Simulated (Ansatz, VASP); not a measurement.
# Si: VASP beside Ansatz

```
Si
1.0
     5.07663    2.62561    1.80831
    -4.76467    2.31392    1.47743
    -0.11395   -5.07723    1.84213
Si
8
Direct
  0.04604 0.74404 0.55101
  0.95400 0.25605 0.44899
  0.73199 0.74323 0.71709
  0.26829 0.43851 0.95365
  0.44207 0.95534 0.25486
  0.73166 0.56146 0.04634
  0.26796 0.25669 0.28287
  0.55798 0.04468 0.74519
```

Change from the starting cell: all atoms moved at random, sigma 0.05 Å a component, cell strained at random, sigma 0.06; relaxed back.

Alike in both runs: functional LDA; k mesh 6 × 6 × 6; occupations gaussian, width 0.15 eV; no spin polarisation.

Ansatz relaxed the structure, and its values are those at the end. VASP's run is a single point on that final structure, the one shown.

|  | VASP | Ansatz |
| --- | --- | --- |
| version | VASP 6.6.1 | Ansatz 0.2.0 |
| potentials or method | VASP PAW LDA potentials, release 64 (Si), cutoff 520 eV | scalar-relativistic, plane waves, PAW |
| valence electrons in the cell | 32 | 32 |

Ansatz gave:

```
gap on the k mesh at the Fermi level (eV) : none
pressure (GPa)                            : 8.6
rms of the force components (eV/Å)        : 0.001
```

**Question.** What did VASP give for the same quantities?

**Answer.** gap on the k mesh at the Fermi level (eV): none; pressure (GPa): 8.7; rms of the force components (eV/Å): 0.004.

LDA's correlation is that of Perdew and Zunger in VASP and of Perdew and Wang (1992) in Ansatz. A gap of «none» marks a metal or a gap that the smearing closes. Ansatz's warnings: stress scf threshold loose.
